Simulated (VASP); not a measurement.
# BaN (Fd-3m) in VASP: a series of runs

Runs on BaN. Level: PBE. Tasks: single point, relaxation of cell and atoms.

All numbers are computed with VASP 6.6.1; they aren't measurements. Logs are shortened: lines on timing, memory, paths and dates and some standing lists are left out, and cuts for length are marked.

### Step 1. The cell of the first run

The structure is cubic, space group Fd-3m (No. 227). The conventional cell has a = 7.281 Å, b = 7.281 Å, c = 7.281 Å, α = 90.00°, β = 90.00°, γ = 90.00°. Ba (site symmetry -43m) has 10 N at 3.15 to 3.64 Å and 4 Ba at 3.15 Å within 4.1 Å. Within 4.1 Å of N (site symmetry -43m) lie 10 Ba at 3.15 to 3.64 Å and 4 N at 3.15 Å.

The cell was built from a structure type or drawn by symmetry, and may not be a known phase.

### Step 2. Single point, PBE, collinear spin, ferromagnetic start

The input, INCAR:

```
SYSTEM = BaN
  PREC = Accurate
  ENCUT = 520
  EDIFF = 1E-6
  ISMEAR = 0
  SIGMA = 0.1
  LREAL = .FALSE.
  LASPH = .TRUE.
  NELM = 150
  ALGO = Normal
  ISIF = 2
  LWAVE = .FALSE.
  LCHARG = .TRUE.
  ISPIN = 2
  MAGMOM = 0 0 1 1
  LORBIT = 11
  GGA = PE
  LELF = .TRUE.
  LVHAR = .TRUE.
  NBANDS = 27
```

The input, KPOINTS:

```
Automatic mesh
0
G
  4 4 4
  0 0 0
```

The input, POSCAR:

```
BaN
1.0
    0.0000000000      3.6406980700      3.6406980700
    3.6406980700      0.0000000000      3.6406980700
    3.6406980700      3.6406980700      0.0000000000
Ba N
2 2
Direct
    0.0000000000      0.0000000000      0.0000000000
    0.2500000000      0.2500000000      0.2500000000
    0.7500000000      0.7500000000      0.7500000000
    0.5000000000      0.5000000000      0.5000000000
```

Potentials or basis: VASP PAW PBE potentials, release 64 (Ba_sv, N).

Command:

```bash
> cat potpaw_PBE.64/Ba_sv/POTCAR potpaw_PBE.64/N/POTCAR > POTCAR
> mpirun -np 1 vasp_std > vasp.out
```

OUTCAR:

```text
SYSTEM = BaN
   PREC = Accurate
   ENCUT = 520
   EDIFF = 1E-6
   ISMEAR = 0
   LREAL = .FALSE.
   LASPH = .TRUE.
   NELM = 150
   ISIF = 2
   ISPIN = 2
   LORBIT = 11
   GGA = PE

 ion  position               nearest neighbor table
   1  0.000  0.000  0.000-   2 3.15   3 3.15   3 3.15   3 3.15   3 3.15   2 3.15   2 3.15   2 3.15

   2  0.250  0.250  0.250-   1 3.15   4 3.15   1 3.15   1 3.15   1 3.15   4 3.15   4 3.15   4 3.15

   3  0.750  0.750  0.750-   1 3.15   1 3.15   1 3.15   1 3.15
   4  0.500  0.500  0.500-   2 3.15   2 3.15   2 3.15   2 3.15

  LATTYP: Found a face centered cubic cell.
 ALAT       =     7.2813961400

  Lattice vectors:

 A1 = (   0.0000000000,   3.6406980700,   3.6406980700)
 A2 = (   3.6406980700,   0.0000000000,   3.6406980700)
 A3 = (   3.6406980700,   3.6406980700,   0.0000000000)

Analysis of symmetry for initial positions (statically):
=====================================================================
 Subroutine PRICEL returns:
 Original cell was already a primitive cell.

 Routine SETGRP: Setting up the symmetry group for a
 face centered cubic supercell.

 Subroutine GETGRP returns: Found 48 space group operations
 (whereof 24 operations were pure point group operations)
 out of a pool of 48 trial point group operations.

The static configuration has the point symmetry T_d .
 The point group associated with its full space group is O_h .

Analysis of symmetry for dynamics (positions and initial velocities):
=====================================================================
 Subroutine PRICEL returns:
 Original cell was already a primitive cell.

 Routine SETGRP: Setting up the symmetry group for a
 face centered cubic supercell.

 Subroutine GETGRP returns: Found 48 space group operations
 (whereof 24 operations were pure point group operations)
 out of a pool of 48 trial point group operations.

The dynamic configuration has the point symmetry T_d .
 The point group associated with its full space group is O_h .

Analysis of structural, dynamic, and magnetic symmetry:
=====================================================================
 Subroutine PRICEL returns:
 Original cell was already a primitive cell.

 Routine SETGRP: Setting up the symmetry group for a
 face centered cubic supercell.

 Subroutine GETGRP returns: Found 48 space group operations
 (whereof 24 operations were pure point group operations)
 out of a pool of 48 trial point group operations.

The overall configuration has the point symmetry T_d .
 The point group associated with its full space group is O_h .

 Subroutine INISYM returns: Found 48 space group operations
 (whereof 24 operations are pure point group operations),
 and found     1 'primitive' translations

----------------------------------------------------------------------------------------

                                     Primitive cell

  volume of cell :      96.5126

  direct lattice vectors                    reciprocal lattice vectors
     0.000000000  3.640698070  3.640698070    -0.137336299  0.137336299  0.137336299
     3.640698070  0.000000000  3.640698070     0.137336299 -0.137336299  0.137336299
     3.640698070  3.640698070  0.000000000     0.137336299  0.137336299 -0.137336299

  length of vectors
     5.148724587  5.148724587  5.148724587     0.237873448  0.237873448  0.237873448

  position of ions in fractional coordinates (direct lattice)
     0.000000000  0.000000000  0.000000000
     0.250000000  0.250000000  0.250000000
     0.750000000  0.750000000  0.750000000
     0.500000000  0.500000000  0.500000000

  ion indices of the primitive-cell ions
   primitive index   ion index
                 1           1
                 2           2
                 3           3
                 4           4

----------------------------------------------------------------------------------------

 KPOINTS: Automatic mesh

Automatic generation of k-mesh.
 Grid dimensions read from file:
 generate k-points for:    4    4    4

 Generating k-lattice:

  Cartesian coordinates                     Fractional coordinates (reciprocal lattice)
    -0.034334075  0.034334075  0.034334075     0.250000000  0.000000000  0.000000000
     0.034334075 -0.034334075  0.034334075     0.000000000  0.250000000  0.000000000
     0.034334075  0.034334075 -0.034334075     0.000000000  0.000000000  0.250000000

  Length of vectors
     0.059468362  0.059468362  0.059468362

  Shift w.r.t. Gamma in fractional coordinates (k-lattice)
     0.000000000  0.000000000  0.000000000

 Subroutine IBZKPT returns following result:
 ===========================================

 Found      8 irreducible k-points:

 Following reciprocal coordinates:
            Coordinates               Weight
  0.000000  0.000000  0.000000      1.000000
  0.250000  0.000000  0.000000      8.000000
  0.500000  0.000000  0.000000      4.000000
  0.250000  0.250000  0.000000      6.000000
[... 95 lines left out ...]
      2     -25.4967      1.00000
      3     -12.1018      1.00000
      4     -12.1018      1.00000
      5     -12.0794      1.00000
      6     -10.5902      1.00000
[... 19 lines left out ...]
     26      10.1071      0.00000
     27      10.1071      0.00000

 k-point     3 :       0.5000    0.0000    0.0000
  band No.  band energies     occupation
      1     -26.2161      1.00000
      2     -25.6681      1.00000
      3     -12.2480      1.00000
      4     -12.1970      1.00000
      5     -12.1970      1.00000
      6     -10.3092      1.00000
[... 113 lines left out ...]
  band No.  band energies     occupation
      1     -25.9487      1.00000
      2     -25.9487      1.00000
      3     -12.4122      1.00000
      4     -12.4122      1.00000
      5     -11.3906      1.00000
      6     -11.3906      1.00000
[... 19 lines left out ...]
     26       9.9965      0.00000
     27      11.6569      0.00000

 k-point     8 :      -0.2500    0.5000    0.2500
  band No.  band energies     occupation
      1     -25.9487      1.00000
      2     -25.9487      1.00000
      3     -12.5007      1.00000
      4     -12.5007      1.00000
      5     -11.1580      1.00000
      6     -11.1580      1.00000
[... 19 lines left out ...]
     26      10.8448      0.00000
     27      10.8976      0.00000
 Fermi energy:         2.9119108991

 spin component 2

 k-point     1 :       0.0000    0.0000    0.0000
  band No.  band energies     occupation
      1     -26.5065      1.00000
      2     -25.3939      1.00000
      3     -12.0448      1.00000
      4     -12.0448      1.00000
      5     -12.0448      1.00000
      6     -10.4476      1.00000
[... 19 lines left out ...]
     26      10.4113      0.00000
     27      10.4113      0.00000

 k-point     2 :       0.2500    0.0000    0.0000
  band No.  band energies     occupation
      1     -26.3993      1.00000
      2     -25.5220      1.00000
      3     -12.1557      1.00000
      4     -12.1557      1.00000
      5     -12.0975      1.00000
      6     -10.4697      1.00000
[... 19 lines left out ...]
     26      10.0592      0.00000
     27      10.0592      0.00000

 k-point     3 :       0.5000    0.0000    0.0000
  band No.  band energies     occupation
      1     -26.2472      1.00000
      2     -25.6948      1.00000
      3     -12.2511      1.00000
      4     -12.2511      1.00000
      5     -12.2072      1.00000
      6     -10.3103      1.00000
[... 114 lines left out ...]
      1     -25.9779      1.00000
      2     -25.9779      1.00000
      3     -12.4655      1.00000
      4     -12.4655      1.00000
      5     -11.3341      1.00000
      6     -11.3341      1.00000
[... 19 lines left out ...]
     26      10.0910      0.00000
     27      11.8000      0.00000

 k-point     8 :      -0.2500    0.5000    0.2500
  band No.  band energies     occupation
      1     -25.9778      1.00000
      2     -25.9778      1.00000
      3     -12.5225      1.00000
      4     -12.5225      1.00000
      5     -11.2015      1.00000
      6     -11.2015      1.00000
[... 19 lines left out ...]
     26      10.8237      0.00000
     27      11.1429      0.00000

------------------------ aborting loop because EDIFF is reached ----------------------------------------

  FORCE on cell =-STRESS in cart. coord.  units (eV):
  Direction    XX          YY          ZZ          XY          YZ          ZX
  --------------------------------------------------------------------------------------
  -------------------------------------------------------------------------------------
  Total       -2.5659495     -2.5659495     -2.5659495     -0.0000000      0.0000000      0.0000000
  in kB      -42.5965763    -42.5965763    -42.5965763     -0.0000000      0.0000000      0.0000000
  external PRESSURE =     -42.5965763 kB  Pullay stress =       0.0000000 kB

 VOLUME and BASIS-vectors are now :
 -----------------------------------------------------------------------------
  energy-cutoff  :      520.00
  volume of cell :       96.51
      direct lattice vectors                 reciprocal lattice vectors
     0.000000000  3.640698070  3.640698070    -0.137336299  0.137336299  0.137336299
     3.640698070  0.000000000  3.640698070     0.137336299 -0.137336299  0.137336299
     3.640698070  3.640698070  0.000000000     0.137336299  0.137336299 -0.137336299

 POSITION                                       TOTAL-FORCE (eV/Angst)
 -----------------------------------------------------------------------------------
      0.00000      0.00000      0.00000        -0.000000     -0.000000     -0.000000
      1.82035      1.82035      1.82035         0.000000      0.000000      0.000000
      5.46105      5.46105      5.46105         0.000000      0.000000      0.000000
      3.64070      3.64070      3.64070        -0.000000      0.000000     -0.000000
 -----------------------------------------------------------------------------------
    total drift:                               -0.000000      0.000000      0.000000

  FREE ENERGIE OF THE ION-ELECTRON SYSTEM (eV)
  ---------------------------------------------------
  free  energy   TOTEN  =       -15.2518502850 eV

  energy  without entropy=      -15.2294886893  energy(sigma->0) =      -15.24066949

 total charge

# of ion       s       p       d       tot
------------------------------------------
    1        2.011   5.570   0.451   8.032
    2        2.011   5.570   0.451   8.032
    3        1.309   2.071   0.000   3.380
    4        1.309   2.071   0.000   3.380
--------------------------------------------------
tot          6.641  15.281   0.901  22.824

 magnetization (x)

# of ion       s       p       d       tot
------------------------------------------
    1       -0.006   0.006  -0.056  -0.055
    2       -0.006   0.006  -0.056  -0.055
    3        0.018   0.726   0.000   0.744
    4        0.018   0.726   0.000   0.744
--------------------------------------------------
tot          0.025   1.464  -0.111   1.377
```

Wall time 1.9 min (1 thread of Intel Xeon 8259CL, shared host); peak memory 0.29 GiB.

What came out:

| Quantity | Value |
| --- | --- |
| Free energy | -15.2519 eV |
| Pressure | -4.3 GPa |
| Band gap on the k mesh | zero (filled and empty bands overlap) |
| Net moment | 2.00 μB per cell |
| Site moments | Ba -0.06; N +0.74 μB |
| Valence electrons inside the program's atomic spheres | Ba 8.03; N 3.38 |

Levels at points of the mesh, in eV from the Fermi level:
Spin up:
| k point | band 13 | band 14 | band 15 | band 16 | band 17 | band 18 | band 19 | band 20 |
| --- | --- | --- | --- | --- | --- | --- | --- | --- |
| (0.00, 0.00, 0.00) | -2.23 | -1.09 | -1.09 | -1.09 | 0.50 | 0.50 | 2.19 | 3.58 |
| (0.50, 0.00, 0.00) | -2.32 | -1.18 | -1.18 | -0.73 | 1.93 | 2.57 | 2.57 | 2.75 |
| (0.50, 0.50, 0.00) | -1.60 | -1.60 | -0.55 | -0.55 | 1.17 | 1.17 | 2.13 | 2.13 |
Spin down:
```tsv
k point	band 10	band 11	band 12	band 13	band 14	band 15	band 16	band 17	band 18	band 19
(0.00, 0.00, 0.00)	-10.41	-1.24	-1.24	-1.24	0.08	0.08	0.08	0.37	0.37	2.30
(0.50, 0.00, 0.00)	-10.70	-1.72	-1.72	-1.37	-0.23	-0.23	0.55	2.03	2.99	2.99
(0.50, 0.50, 0.00)	-10.80	-1.22	-1.22	-0.49	-0.49	0.85	0.85	1.15	1.15	2.19
```

Caveat: the k points lie up to 0.37 Å⁻¹ apart; spin-orbit coupling is left out, which moves the levels of the heavy elements.

### Step 3. Relaxation of cell and atoms, PBE, collinear spin, ferromagnetic start

The input, INCAR:

```
SYSTEM = BaN
PREC = Accurate ; ENCUT = 600
EDIFF = 1E-6 ; ISMEAR = 0
SIGMA = 0.1 ; LREAL = .False.
LASPH = .True. ; NELM = 150
ALGO = Normal ; ISIF = 3
LWAVE = .False. ; LCHARG = .False.
ISPIN = 2 ; MAGMOM = 0 0 1 1
LORBIT = 11 ; GGA = PE
IBRION = 2 ; NSW = 90
EDIFFG = -0.04
```

The input, KPOINTS:

```
regular mesh
0
Gamma
  4 4 4
  0 0 0
```

POSCAR is that of step 2.

Potentials or basis: VASP PAW PBE potentials, release 64 (Ba_sv, N).

Command:

```bash
> cat potpaw_PBE.64/Ba_sv/POTCAR potpaw_PBE.64/N/POTCAR > POTCAR
> mpirun -np 1 vasp_std > vasp.out
```

It took 3.8 min on 1 thread of Intel Xeon 8259CL, shared host; peak memory 0.33 GiB.

Results (log left out):

- Free energy: -15.3888 eV
- Relaxed volume: 21.93 Å³/atom
- Relaxed cell: a = 4.987 Å, b = 4.987 Å, c = 4.987 Å, α = 60.00°, β = 60.00°, γ = 60.00°
- Space group after relaxing (to 0.1 Å): Fd-3m (No. 227)
- Energy gained by relaxing: 33.6 meV/atom
- Ionic steps: 2
- Pressure after relaxing: -0.1 GPa
- Band gap on the k mesh: zero (filled and empty bands overlap)
- Net moment: 2.00 μB per cell
- Site moments: Ba -0.04; N +0.72 μB
- Valence electrons inside the program's atomic spheres: Ba 8.10; N 3.38

The path:
```tsv
step	energy change (eV)	largest force (eV/Å)	pressure (GPa)	volume (Å³)
1	0.0000	0.0000	-4.31	96.51
2	-0.1342	0.0000	-0.14	87.73
```

Final structure:
```
Ba N
1.0
     0.00000    3.52667    3.52667
     3.52667    0.00000    3.52667
     3.52667    3.52667    0.00000
Ba N
2 2
Direct
  0.00000 0.00000 0.00000
  0.25000 0.25000 0.25000
  0.75000 0.75000 0.75000
  0.50000 0.50000 0.50000
```

Levels at points of the mesh, in eV from the Fermi level:
Spin up:
```csv
k point,band 14,band 15,band 16,band 17,band 18,band 19
"(0.00, 0.00, 0.00)",-1.01,-1.01,-1.01,0.46,0.46,3.05
"(0.50, 0.00, 0.00)",-1.22,-1.22,-0.65,2.22,2.95,2.95
"(0.50, 0.50, 0.00)",-1.60,-0.47,-0.47,1.38,1.38,2.43
```
Spin down:
| k point | band 10 | band 11 | band 12 | band 13 | band 14 | band 15 | band 16 | band 17 | band 18 | band 19 |
| --- | --- | --- | --- | --- | --- | --- | --- | --- | --- | --- |
| (0.00, 0.00, 0.00) | -10.40 | -1.43 | -1.43 | -1.43 | 0.14 | 0.14 | 0.14 | 0.38 | 0.38 | 3.23 |
| (0.50, 0.00, 0.00) | -10.75 | -1.90 | -1.90 | -1.37 | -0.30 | -0.30 | 0.62 | 2.33 | 3.41 | 3.41 |
| (0.50, 0.50, 0.00) | -10.82 | -1.37 | -1.37 | -0.49 | -0.49 | 0.89 | 0.89 | 1.41 | 1.41 | 2.53 |

Caveat: the k points lie up to 0.39 Å⁻¹ apart in the final cell; spin-orbit coupling is left out, which moves the levels of the heavy elements.

### Step 4. Single point, PBE, collinear spin, ferromagnetic start

This run uses another cell than the first one, of 21.08 Å³/atom.

The input, INCAR:

```
PREC = Accurate
ENCUT = 520
EDIFF = 1E-7
ISMEAR = 0
SIGMA = 0.1
LREAL = False
LASPH = True
NELM = 150
ALGO = Normal
ISIF = 2
LWAVE = False
LCHARG = False
ISPIN = 2
MAGMOM = 0 0 1.11 1.11
LORBIT = 11
GGA = PE
NBANDS = 27
```

The input, KPOINTS:

```
Automatic mesh
0
Gamma
  12 12 12
```

The input, POSCAR:

```
BaN
1.0
    0.0000000000      3.4804467804      3.4804467804
    3.4804467804      0.0000000000      3.4804467804
    3.4804467804      3.4804467804      0.0000000000
Ba N
2 2
Direct
    0.5000000000      0.5000000000      0.5000000000
    0.7500000000      0.7500000000      0.7500000000
    0.2500000000      0.2500000000      0.2500000000
    0.0000000000      0.0000000000      0.0000000000
```

Command:

```bash
> cat potpaw_PBE.64/Ba_sv/POTCAR potpaw_PBE.64/N/POTCAR > POTCAR
> mpirun -np 1 vasp_std > vasp.out
```

Run time: 13 min. Hardware: 1 thread of Intel Xeon 8259CL, shared host; peak memory 0.44 GiB.

The run converged. Its results:

```yaml
Free_energy: -15.3717 eV
Pressure: 2.3 GPa
Band_gap_on_the_k_mesh: zero (filled and empty bands overlap)
Net_moment: 2.00 μB per cell
Site_moments: Ba -0.04; N +0.72 μB
Valence_electrons_inside_the_program's_atomic_spheres: Ba 8.14; N 3.41
```

Levels at points of the mesh, in eV from the Fermi level:
Spin up:
```csv
k point,band 13,band 14,band 15,band 16,band 17,band 18,band 19,band 20
"(0.00, 0.00, 0.00)",-2.48,-0.98,-0.98,-0.98,0.46,0.46,3.46,4.45
"(0.50, 0.00, 0.00)",-2.37,-1.24,-1.24,-0.62,2.36,3.13,3.13,3.20
"(0.50, 0.50, 0.00)",-1.60,-1.60,-0.45,-0.45,1.50,1.50,2.58,2.58
```
Spin down:
```csv
k point,band 10,band 11,band 12,band 13,band 14,band 15,band 16,band 17,band 18,band 19
"(0.00, 0.00, 0.00)",-10.38,-1.51,-1.51,-1.51,0.19,0.19,0.19,0.38,0.38,3.65
"(0.50, 0.00, 0.00)",-10.76,-1.98,-1.98,-1.37,-0.32,-0.32,0.66,2.48,3.57,3.57
"(0.50, 0.50, 0.00)",-10.81,-1.42,-1.42,-0.48,-0.48,0.92,0.92,1.54,1.54,2.69
```

Caveat: spin-orbit coupling is left out, which moves the levels of the heavy elements.

### Step 5. The runs side by side

| task | cell | k mesh | cutoff (eV) | gap on the mesh (eV) | pressure (GPa) | moment (μB) |
| --- | --- | --- | --- | --- | --- | --- |
| single point | a = 5.149 Å, angles 60.0°, 4 atoms | 4 × 4 × 4 | 520 | none | -4.3 | 2.00 |
| relaxation of cell and atoms | relaxed from a = 5.149 Å, angles 60.0°, 4 atoms | 4 × 4 × 4 | 600 | none | -0.1 | 2.00 |
| single point | a = 4.922 Å, angles 60.0°, 4 atoms | 12 × 12 × 12 | 520 | none | 2.3 | 2.00 |

Alike in all rows: level PBE; potentials or basis VASP PAW PBE potentials, release 64 (Ba_sv, N); spin collinear, ferromagnetic start; smearing gaussian 0.1 eV.

Caveats: some runs use coarse meshes; spin-orbit coupling is left out, which moves the levels of the heavy elements.

Absolute energies hang on the potentials; compare differences alone.
